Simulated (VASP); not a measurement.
Si: relaxation of cell and atoms with PBE

The system is Si.

```xyz
2
Lattice="4.0643 0.0000 0.0000 -2.0321 3.5197 0.0000 0.0000 0.0000 2.7386" Properties=species:S:1:pos:R:3 pbc="T T T"
Si    0.0000    2.3465    1.3693
Si    2.0321    1.1732    1.3693
```

The cell was built from a structure type or drawn by symmetry, and may not be a known phase.

```yaml
Program: VASP 6.6.1
Task: relaxation of cell and atoms
Functional: PBE
Potentials_or_basis: VASP PAW PBE potentials, release 64 (Si)
Cutoff: 600 eV
k_mesh: 15 × 15 × 20
Occupations: gaussian, width 0.1 eV
Spin: no spin polarisation
Dipole_correction: no
Further_INCAR_settings: ALGO = Normal; EDIFF = 1e-06; IBRION = 2; EDIFFG = -0.01; NSW = 100; ISIF = 3
```

The relaxed volume is 19.51 Å³/atom. The relaxed cell is a = 4.121 Å, b = 4.121 Å, c = 2.653 Å, α = 90.00°, β = 90.00°, γ = 120.00° and the space group after relaxing (to 0.1 Å) is P6/mmm (No. 191). The energy gained by relaxing is 11.5 meV/atom, the ionic steps are 8 and the pressure after relaxing is 0.0 GPa. The band gap on the k mesh is zero (bands 4 and 5 overlap by 5.59 eV).

Stress tensor (GPa, compression positive):
```
-0.06  0.00  0.00
 0.00 -0.06  0.00
 0.00  0.00  0.06
```

Step by step:
```csv
step,energy change (eV),largest force (eV/Å),pressure (GPa),volume (Å³)
1,0.0000,0.0000,0.23,39.18
2,-0.0210,0.0000,-0.54,39.32
3,-0.0220,0.0000,-0.63,39.35
4,-0.0216,0.0000,-0.80,39.39
5,-0.0223,0.0000,-0.69,39.36
6,-0.0223,0.0000,-0.70,39.37
7,-0.0229,0.0000,0.34,38.86
8,-0.0231,0.0000,-0.02,39.03
```

Final structure:
```xyz
2
Lattice="4.1213 0.0000 0.0000 -2.0606 3.5691 0.0000 0.0000 0.0000 2.6532" Properties=species:S:1:pos:R:3 pbc="T T T"
Si    0.0000    2.3794    1.3266
Si    2.0606    1.1897    1.3266
```

Levels at points of the mesh, in eV from the Fermi level:
```csv
k point,band 1,band 2,band 3,band 4,band 5,band 6,band 7,band 8
"(0.00, 0.00, 0.00)",-12.31,-2.87,-2.87,-2.75,1.26,1.26,5.57,6.39
"(0.00, 0.00, 0.50)",-8.41,-5.89,-0.17,-0.17,1.21,3.17,4.30,4.30
```

Wall time 6.7 min on 1 thread of Intel Xeon 8259CL, with other jobs on the host, peak memory 0.23 GiB.
